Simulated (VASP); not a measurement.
# SiO2 (P4_2/mnm) in VASP: notebook, part 2 of 2

VASP 6.6.1. Earlier steps stand in the parts before.

**4. Single point, r2SCAN+D4**

This run uses another cell than the first one, of 7.74 Å³/atom.

POSCAR

```
SiO2
1.0
    4.1749202716      0.0000000000      0.0000000000
    0.0000000000      4.1749202716      0.0000000000
    0.0000000000      0.0000000000      2.6654102347
Si O
2 4
Direct
    0.0000000000      0.0000000000      0.0000000000
    0.5000000000      0.5000000000      0.5000000000
    0.3058803218      0.3058803218      0.0000000000
    0.1941196782      0.8058803218      0.5000000000
    0.6941196782      0.6941196782      0.0000000000
    0.8058803218      0.1941196782      0.5000000000
```

INCAR.step1

```
PREC     = Accurate       # precision mode
ENCUT    = 520            # plane-wave cutoff, eV
ISMEAR   = -1             # smearing method
SIGMA    = 0.02           # smearing width, eV
LREAL    = False          # projectors in reciprocal space
LASPH    = True           # aspherical terms in the spheres
NELM     = 80             # most SCF steps
NBANDS   = 25             # bands
GGA      = PE             # functional
ALGO     = Normal         # electronic algorithm
EDIFF    = 1E-4           # SCF threshold, eV
LWAVE    = True           # write WAVECAR
LCHARG   = False          # write CHGCAR
```

INCAR.step2

```
PREC     = Accurate       # precision mode
ENCUT    = 520            # plane-wave cutoff, eV
EDIFF    = 1E-6           # SCF threshold, eV
ISMEAR   = -1             # smearing method
SIGMA    = 0.02           # smearing width, eV
LREAL    = False          # projectors in reciprocal space
LASPH    = True           # aspherical terms in the spheres
NELM     = 80             # most SCF steps
ALGO     = Normal         # electronic algorithm
ISIF     = 2              # what is computed and relaxed
LWAVE    = False          # write WAVECAR
LCHARG   = True           # write CHGCAR
METAGGA  = R2SCAN         # meta-GGA
LMIXTAU  = True         
IVDW     = 13             # dispersion correction
VDW_S6   = 1.0          
VDW_S8   = 0.6018749    
VDW_A1   = 0.51559235   
VDW_A2   = 5.77342911   
LELF     = True           # ELF
LVHAR    = True         
NBANDS   = 25             # bands
ISTART   = 1
```

KPOINTS

```
Automatic mesh
0
Gamma
  6 6 8
```

On the command line:

```bash
> cat potpaw_PBE.64/Si/POTCAR potpaw_PBE.64/O/POTCAR > POTCAR
> cp INCAR.step1 INCAR
> mpirun -np 1 vasp_std > vasp.out
> cp INCAR.step2 INCAR
> mpirun -np 1 vasp_std > vasp.out
```

Run time: 74 s. Hardware: 1 thread of Intel Xeon 6975P-C (Granite Rapids), shared host; peak memory 0.17 GiB.

The run converged. Its results:

```
Free energy                : -59.4233 eV
Pressure                   : 0.4 GPa
Largest force              : 0.027 eV/Å
Band gap on the k mesh     : 6.61 eV
Dispersion energy per atom : -0.107 eV
```

Forces in eV/Å, atoms in the order of the input:
```
Si   0.000  0.000  0.000
Si   0.000  0.000  0.000
O   -0.019 -0.019  0.000
O    0.019 -0.019  0.000
O    0.019  0.019  0.000
O   -0.019  0.019  0.000
```

Stress tensor (GPa, compression positive):
```
0.10 0.00 0.00
0.00 0.10 0.00
0.00 0.00 1.04
```

Levels at points of the mesh, in eV from the valence-band top:
```csv
k point,band 14,band 15,band 16,band 17,band 18,band 19
"(0.00, 0.00, 0.00)",-0.89,-0.89,0.00,6.61,7.65,9.50
"(0.50, 0.00, 0.00)",-2.73,-1.08,-1.08,8.77,8.77,10.08
"(0.50, 0.50, 0.00)",-2.71,-2.34,-2.34,8.47,8.47,11.10
"(0.00, 0.00, 0.50)",-3.14,-2.73,-2.73,10.22,10.22,13.80
"(0.50, 0.00, 0.50)",-2.32,-1.82,-1.82,9.87,9.87,10.96
"(0.50, 0.50, 0.50)",-1.79,-1.62,-1.62,8.22,8.22,12.06
```

Caveat: the PAW data sets were made with another functional, which shifts forces and pressure a little. r2SCAN opens gaps a little over a GGA but as a rule still falls short of measured ones.

**5. Single point, r2SCAN+rVV10**

This run uses another cell than the first one, of 7.76 Å³/atom.

POSCAR

```
SiO2
1.0
    4.1762460586      0.0000000000      0.0000000000
    0.0000000000      4.1762460586      0.0000000000
    0.0000000000      0.0000000000      2.6681227717
Si O
2 4
Direct
    0.0000000000      0.0000000000      0.0000000000
    0.5000000000      0.5000000000      0.5000000000
    0.3058061199      0.3058061199      0.0000000000
    0.1941938801      0.8058061199      0.5000000000
    0.6941938801      0.6941938801      0.0000000000
    0.8058061199      0.1941938801      0.5000000000
```

INCAR.step1

```
PREC = Accurate
ENCUT = 520
ISMEAR = -1
SIGMA = 0.02
LREAL = False
LASPH = True
NELM = 100
NBANDS = 25
GGA = PE
ALGO = Normal
EDIFF = 1E-4
LWAVE = True
LCHARG = False
```

INCAR.step2

```
PREC = Accurate
ENCUT = 520
EDIFF = 1E-7
ISMEAR = -1
SIGMA = 0.02
LREAL = False
LASPH = True
NELM = 100
ALGO = Normal
ISIF = 2
LWAVE = False
LCHARG = False
METAGGA = R2SCAN
LMIXTAU = True
LUSE_VDW = True
IVDW_NL = 2
BPARAM = 11.95
CPARAM = 0.0093
NBANDS = 25
ISTART = 1
```

KPOINTS

```
regular mesh
0
Gamma
  6 6 8
```

On the command line:

```bash
> cat potpaw_PBE.64/Si/POTCAR potpaw_PBE.64/O/POTCAR > POTCAR
> cp INCAR.step1 INCAR
> mpirun -np 1 vasp_std > vasp.out
> cp INCAR.step2 INCAR
> mpirun -np 1 vasp_std > vasp.out
```

It took 76 s on 1 thread of Intel Xeon 6975P-C (Granite Rapids), shared host; peak memory 0.27 GiB.

The run converged. Its results:

| Property | Result |
| --- | --- |
| Free energy | -58.1104 eV |
| Pressure | 0.5 GPa |
| Largest force | 0.027 eV/Å |
| Band gap on the k mesh | 6.55 eV |

Forces on the atoms (eV/Å):
```
Si   0.000  0.000  0.000
Si   0.000  0.000  0.000
O   -0.019 -0.019  0.000
O    0.019 -0.019  0.000
O    0.019  0.019  0.000
O   -0.019  0.019  0.000
```

Stress tensor (GPa, compression positive):
```
0.13 0.00 0.00
0.00 0.13 0.00
0.00 0.00 1.10
```

Levels at points of the mesh, in eV from the valence-band top:
```
           k point  band 14  band 15  band 16  band 17  band 18  band 19
(0.00, 0.00, 0.00)    -0.89    -0.89     0.00     6.55     7.59     9.44
(0.50, 0.00, 0.00)    -2.73    -1.08    -1.08     8.72     8.72    10.02
(0.50, 0.50, 0.00)    -2.72    -2.34    -2.34     8.42     8.42    11.04
(0.00, 0.00, 0.50)    -3.16    -2.73    -2.73    10.18    10.18    13.72
(0.50, 0.00, 0.50)    -2.32    -1.82    -1.82     9.83     9.83    10.92
(0.50, 0.50, 0.50)    -1.79    -1.62    -1.62     8.18     8.18    11.99
```

Caveat: the PAW data sets were made with another functional, which shifts forces and pressure a little. r2SCAN opens gaps a little over a GGA but as a rule still falls short of measured ones.

**6. Relaxation of cell and atoms, PBE**

This run uses another cell than the first one, of 7.75 Å³/atom.

INCAR

```
SYSTEM = SiO2
  PREC = Accurate
  ENCUT = 600
  EDIFF = 1E-6
  ISMEAR = -1
  SIGMA = 0.02
  LREAL = .False.
  LASPH = .True.
  NELM = 60
  ALGO = Normal
  ISIF = 3
  LWAVE = .False.
  LCHARG = .False.
  GGA = PE
  IBRION = 2
  NSW = 80
  EDIFFG = -0.01
```

KPOINTS

```
regular mesh
0
Gamma
  6 6 8
  0 0 0
```

POSCAR

```
SiO2
1.0
    4.1773000000      0.0000000000      0.0000000000
    0.0000000000      4.1773000000      0.0000000000
    0.0000000000      0.0000000000      2.6652000000
Si O
2 4
Direct
    0.0000000000      0.0000000000      0.0000000000
    0.5000000000      0.5000000000      0.5000000000
    0.3059000000      0.3059000000      0.0000000000
    0.1941000000      0.8059000000      0.5000000000
    0.6941000000      0.6941000000      0.0000000000
    0.8059000000      0.1941000000      0.5000000000
```

Potentials or basis: VASP PAW PBE potentials, release 64 (Si, O).

On the command line:

```bash
> cat potpaw_PBE.64/Si/POTCAR potpaw_PBE.64/O/POTCAR > POTCAR
> mpirun -np 1 vasp_std > vasp.out
```

Wall time 74 s (1 thread of Intel Xeon 6975P-C (Granite Rapids), shared host); peak memory 0.2 GiB.

It converged, with:

```yaml
Free_energy: -46.3243 eV
Relaxed_volume: 8.04 Å³/atom
Relaxed_cell: a = 4.231 Å, b = 4.231 Å, c = 2.693 Å, α = 90.00°, β = 90.00°, γ = 90.00°
Space_group_after_relaxing_to_0.1_Å: P4_2/mnm (No. 136)
Energy_gained_by_relaxing: 9.2 meV/atom
Ionic_steps: 7
Pressure_after_relaxing: -0.1 GPa
Largest_force_after_relaxing: 0.003 eV/Å
Band_gap_on_the_k_mesh: 5.03 eV
```

Forces in eV/Å, atoms in the order of the input:
```
Si   0.000  0.000  0.000
Si   0.000  0.000  0.000
O    0.002  0.002  0.000
O   -0.002  0.002  0.000
O   -0.002 -0.002  0.000
O    0.002 -0.002  0.000
```

Stress tensor (GPa, compression positive):
```
-0.07  0.00  0.00
 0.00 -0.07  0.00
 0.00  0.00 -0.17
```

The path:
```csv
step,energy change (eV),largest force (eV/Å),pressure (GPa),volume (Å³)
1,0.0000,0.0984,10.97,46.51
2,0.0338,0.4650,-11.92,50.17
3,-0.0520,0.1697,0.08,48.07
4,-0.0520,0.1647,0.27,48.03
5,-0.0545,0.0198,0.14,48.16
6,-0.0545,0.0180,0.15,48.16
7,-0.0549,0.0033,-0.10,48.23
```

Final structure:
```
Si O
1.0
     4.23145    0.00000    0.00000
     0.00000    4.23145    0.00000
     0.00000    0.00000    2.69337
Si O
2 4
Direct
  0.00000 0.00000 0.00000
  0.50000 0.50000 0.50000
  0.30674 0.30674 0.00000
  0.19326 0.80674 0.50000
  0.69326 0.69326 0.00000
  0.80674 0.19326 0.50000
```

Levels at points of the mesh, in eV from the valence-band top:
```tsv
k point	band 13	band 14	band 15	band 16	band 17	band 18	band 19	band 20
(0.00, 0.00, 0.00)	-2.50	-0.85	-0.85	0.00	5.03	6.59	8.27	8.27
(0.50, 0.00, 0.00)	-2.62	-2.62	-1.04	-1.04	7.29	7.29	8.86	8.86
(0.50, 0.50, 0.00)	-2.55	-2.55	-2.17	-2.17	7.01	7.01	9.77	9.77
(0.00, 0.00, 0.50)	-2.89	-2.89	-2.57	-2.57	8.64	8.64	12.33	12.33
(0.50, 0.00, 0.50)	-2.21	-2.21	-1.67	-1.67	8.43	8.43	9.46	9.46
(0.50, 0.50, 0.50)	-1.72	-1.72	-1.47	-1.47	6.81	6.81	10.71	10.71
```

A k mesh can miss the band edges. PBE usually gives volumes a little too large and moduli too small.

**7. Overview**

| task | level | cell | cutoff (eV) | gap on the mesh (eV) | pressure (GPa) | largest force (eV/Å) |
| --- | --- | --- | --- | --- | --- | --- |
| single point | PBEsol | a = 4.194, b = 4.194, c = 2.678 Å, 6 atoms, atomic positions A | 520 | 5.36 | 0.7 | 0.03 |
| single point | PBE | a = 4.236, b = 4.236, c = 2.690 Å, 6 atoms, atomic positions B | 520 | 5.03 | 0.2 | 0.02 |
| single point | r2SCAN+D4 | a = 4.175, b = 4.175, c = 2.665 Å, 6 atoms, atomic positions C | 520 | 6.61 | 0.4 | 0.03 |
| single point | r2SCAN+rVV10 | a = 4.176, b = 4.176, c = 2.668 Å, 6 atoms, atomic positions C | 520 | 6.55 | 0.5 | 0.03 |
| relaxation of cell and atoms | PBE | relaxed from a = 4.177, b = 4.177, c = 2.665 Å, 6 atoms, atomic positions C | 600 | 5.03 | -0.1 | - |

Alike in all rows: potentials or basis VASP PAW PBE potentials, release 64 (Si, O); no spin polarisation; k mesh 6 × 6 × 8; smearing fermi-dirac 0.02 eV.

Caveats: the PAW data sets were made with another functional, which shifts forces and pressure a little (at least some runs).

Total energies depend on the potentials used, so only differences within one code and one set of settings carry meaning.
